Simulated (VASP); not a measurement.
Write the native input for VASP 6.6.1 that does the following.

* Task: relaxation of the atoms
* Functional: PBEsol
* Potentials or basis: VASP PAW PBE potentials, release 64 (H)
* Cutoff: 520 eV
* k mesh: 3 × 3 × 2
* Occupations: gaussian, width 0.05 eV
* Spin: no spin polarisation
* Dipole correction: no
* Further INCAR settings: LREAL = Auto; ALGO = Normal; EDIFF = 1e-07; IBRION = 2; EDIFFG = -0.02; NSW = 80

The structure of H (a cell with a defect) lies in POSCAR:

```
H
1.0
    5.7584689341      3.3246535892      0.0000000000
    0.0000000000     -6.6493071784      0.0000000000
    0.0000000000      0.0000000000    -10.0839384176
H
23
Direct
    0.3333333333      0.3333333333      0.9126389239
    1.0000000000      0.6666666667      0.4126389239
    1.0000000000      0.6666666667      0.9126389239
    0.6666666667      0.0000000000      0.4126389239
    0.6666666667      0.0000000000      0.9126389239
    0.6666666667      0.6666666667      0.1626389239
    0.6666666667      0.6666666667      0.6626389239
    0.3333333333      1.0000000000      0.1626389239
    0.3333333333      1.0000000000      0.6626389239
    1.0000000000      0.3333333333      0.1626389239
    1.0000000000      0.3333333333      0.6626389239
    0.6666666667      0.6666666667      0.0873610761
    0.6666666667      0.6666666667      0.5873610761
    0.3333333333      1.0000000000      0.0873610761
    0.3333333333      1.0000000000      0.5873610761
    1.0000000000      0.3333333333      0.0873610761
    1.0000000000      0.3333333333      0.5873610761
    0.3333333333      0.3333333333      0.3750000000
    0.3333333333      0.3333333333      0.8373610761
    1.0000000000      0.6666666667      0.3373610761
    1.0000000000      0.6666666667      0.8373610761
    0.6666666667      0.0000000000      0.3373610761
    0.6666666667      0.0000000000      0.8373610761
```

This cell differs from its parent crystal: atoms taken out.

These files were run (other wordings do the same):

INCAR

```
SYSTEM = H
  PREC = Accurate
  ENCUT = 520
  EDIFF = 1E-7
  ISMEAR = 0
  SIGMA = 0.05
  LREAL = Auto
  LASPH = .True.
  NELM = 80
  ALGO = Normal
  ISIF = 2
  LWAVE = .False.
  LCHARG = .False.
  GGA = PS
  IBRION = 2
  NSW = 80
  EDIFFG = -0.02
```

KPOINTS

```
regular mesh
0
Gamma
  3 3 2
  0 0 0
```

Potentials or basis: VASP PAW PBE potentials, release 64 (H).

Run with:

```bash
$ cat potpaw_PBE.64/H/POTCAR > POTCAR
$ mpirun -np 1 vasp_std > vasp.out
```

It gave:

The energy gained by relaxing is 0.0 meV/atom. The ionic steps are 3, the pressure after relaxing is -0.2 GPa and the largest force after relaxing is 0.010 eV/Å. The band gap on the k mesh is zero (an odd number of electrons rules out a gap without spin polarisation).

Caveat: the k points lie up to 0.36 Å⁻¹ apart, too coarse for converged energies and pressures of a metal; the cell differs from its parent crystal (atoms taken out); the PAW data sets were made with another functional, which shifts forces and pressure a little.

It took 2.1 min on 1 thread of AMD EPYC 7R13 Processor (Zen 3), on a shared host, peak memory 0.45 GiB.
